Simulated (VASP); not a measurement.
Write the native input for VASP 6.6.1 that does the following.

| Quantity | Value |
| --- | --- |
| Task | single point |
| Functional | PBE |
| Potentials or basis | VASP PAW PBE potentials, release 64 (Hf_pv, Si, O, C) |
| Cutoff | 520 eV |
| k mesh | 1 × 1 × 1 |
| Occupations | fermi-dirac, width 0.01 eV |
| Spin | no spin polarisation |
| Dipole correction | no |
| Further INCAR settings | LREAL = Auto; ALGO = Normal; EDIFF = 1e-06; NBANDS = 360 |

The structure of Hf16Si16CO64 (a cell with a defect) lies in POSCAR:

```
Hf16Si16CO64
1.0
   -6.6465279200      6.6465279200      6.0147349600
    6.6465279200     -6.6465279200      6.0147349600
    6.6465279200      6.6465279200     -6.0147349600
Hf Si O C
16 16 64 1
Direct
    0.0008315996      0.0001531251      0.0003745565
    0.3773448736      0.1245400979      0.2504664119
    0.0010667501     -0.0009464815      0.4994177471
    0.3726027600      0.1188766009      0.7455209787
   -0.0008524029      0.4988788161     -0.0024032849
    0.3808585171      0.6272095473      0.2396034470
   -0.0038543325      0.4978718380      0.5007378349
    0.3756244249      0.6211493846      0.7483705116
    0.4983967288     -0.0028475359     -0.0040093114
    0.8691182447      0.1207976088      0.2480868237
    0.4999622141     -0.0040987092      0.4988539941
    0.8760018200      0.1235402250      0.7498572277
    0.4997463845      0.4958968558     -0.0054989613
    0.8745816785      0.6233740524      0.2497381370
    0.5065403964      0.4977954546      0.5056965893
    0.8752684552      0.6245911061      0.7499897781
    0.0948179056      0.3693781755      0.2397622517
    0.2504837568      0.2491956407     -0.0036034604
    0.1255544888      0.3742107828      0.7494058642
    0.2519419137      0.2495697729      0.5031895661
    0.1248148771      0.8733967021      0.2484578444
    0.2494545286      0.7496945096     -0.0030447476
    0.1242990508      0.8732393336      0.7490404855
    0.2496617004      0.7426103556      0.4951219704
    0.6260546022      0.3722295193      0.2496104011
    0.7474261202      0.2465408400     -0.0031368258
    0.6257393594      0.3706803240      0.7493953324
    0.7485003197      0.2475461313      0.5014088619
    0.6266898543      0.8750213170      0.2487560452
    0.7514131221      0.7484260738      0.0003802737
    0.6254003498      0.8720302473      0.7491795054
    0.7521899588      0.7522132041      0.5009413246
    0.0699168362      0.1661679176      0.4095143408
   -0.0020617645      0.3671063981      0.3226544033
    0.0223258524      0.1899566836      0.1516712202
    0.2546349594      0.1632914027      0.0934834710
    0.3419335414      0.2466056488      0.4102788001
    0.3486085512      0.4337587238      0.2937294515
    0.1261021680      0.4656440352      0.1554337110
    0.3369277099      0.4329157217      0.0734240503
    0.0675645400      0.1580378679      0.9078208311
    0.0341604181      0.3755957550      0.8408177273
    0.0369767467      0.1919546558      0.6587589871
    0.2472602377      0.1488581836      0.5858069126
    0.3392177862      0.2422182689      0.9031807392
    0.3080089175      0.4672899004      0.8425744340
    0.1219719098      0.4617652616      0.6547407989
    0.3536746101      0.4277368131      0.6149196316
    0.0679462324      0.6583343338      0.4059001982
    0.0324214395      0.8746942874      0.3386193554
    0.0343118632      0.6906320581      0.1558436995
    0.2525563641      0.6598832470      0.0894550519
    0.3400169378      0.7359725453      0.4028462729
    0.3069859784      0.9608595575      0.3403537948
    0.1252899217      0.9665154559      0.1583019003
    0.3397390696      0.9317951848      0.0897382073
    0.0667020923      0.6580754450      0.9064483852
    0.0368474830      0.8773411313      0.8436217477
    0.0339319737      0.6908125364      0.6579352487
    0.2480522254      0.6493837224      0.5850629151
    0.3392550419      0.7467092845      0.9048920086
    0.3067449386      0.9618607453      0.8383672749
    0.1223381107      0.9611374157      0.6549706933
    0.3418904682      0.9255675470      0.5880533486
    0.5659703418      0.1543775473      0.4081010465
    0.5459818689      0.3706097025      0.3503325387
    0.5348024529      0.1896904595      0.1546751195
    0.7444348991      0.1508813855      0.0844087329
    0.8371403811      0.2435661048      0.4090642562
    0.8085505291      0.4668266204      0.3419031000
    0.6204443264      0.4630440999      0.1579319327
    0.8399910011      0.4293318520      0.0915552462
    0.5654912437      0.1567461015      0.9034285378
    0.5333149067      0.3715129835      0.8391626526
    0.5336469934      0.1881751881      0.6553110214
    0.7508324446      0.1574335983      0.5935733736
    0.8409047173      0.2465498078      0.9075943970
    0.8079857973      0.4619762675      0.8428232105
    0.6291856525      0.4639737534      0.6601995136
    0.8399165754      0.4305679602      0.5927800270
    0.5724349061      0.6715248382      0.4115317099
    0.5331762154      0.8753239544      0.3375477433
    0.5373713094      0.6928409791      0.1558653650
    0.7517057952      0.6551954055      0.0898524774
    0.8409807857      0.7484184724      0.4070648664
    0.8083456172      0.9652468613      0.3420722108
    0.6229293753      0.9633094997      0.1555186426
    0.8420730621      0.9306247100      0.0935903689
    0.5691807074      0.6594004442      0.9093596044
    0.5322360821      0.8735005027      0.8384258017
    0.5374237689      0.6899017262      0.6608026105
    0.7564361051      0.6630848084      0.5941407375
    0.8423293754      0.7478684767      0.9084865170
    0.8081427889      0.9638665010      0.8422296675
    0.6241202661      0.9613052636      0.6557340242
    0.8465163455      0.9350153343      0.5945367337
    0.2858144229      0.4462391609      0.3724435570
```

The input as run:

INCAR

```
  ALGO = Normal
  EDIFF = 1E-6
  ENCUT = 520
  GGA = PE
  GGA_COMPAT = False
  ISIF = 2
  ISMEAR = -1
  LASPH = True
  LCHARG = True
  LELF = True
  LREAL = Auto
  LVHAR = True
  LWAVE = False
  NBANDS = 360
  NELM = 120
  PREC = Accurate
  SIGMA = 0.01
```

KPOINTS

```
k-points
0
Gamma
  1 1 1
```

Potentials or basis: VASP PAW PBE potentials, release 64 (Hf_pv, Si, O, C).

Command:

```bash
$ cat potpaw_PBE.64/Hf_pv/POTCAR potpaw_PBE.64/Si/POTCAR potpaw_PBE.64/O/POTCAR potpaw_PBE.64/C/POTCAR > POTCAR
$ mpirun -np 1 vasp_gam > vasp.out
```

Results of the run:

```
Pressure               : 0.3 GPa
Largest force          : 0.350 eV/Å
Band gap on the k mesh : 1.40 eV
```

Caveat: the k points lie up to 0.70 Å⁻¹ apart; spin-orbit coupling is left out, which moves the levels of the heavy elements.

Wall time 11 min on 1 thread of Intel(R) Xeon(R) Platinum 8375C CPU @ 2.90GHz (Ice Lake), on a shared host, peak memory 1.3 GiB.
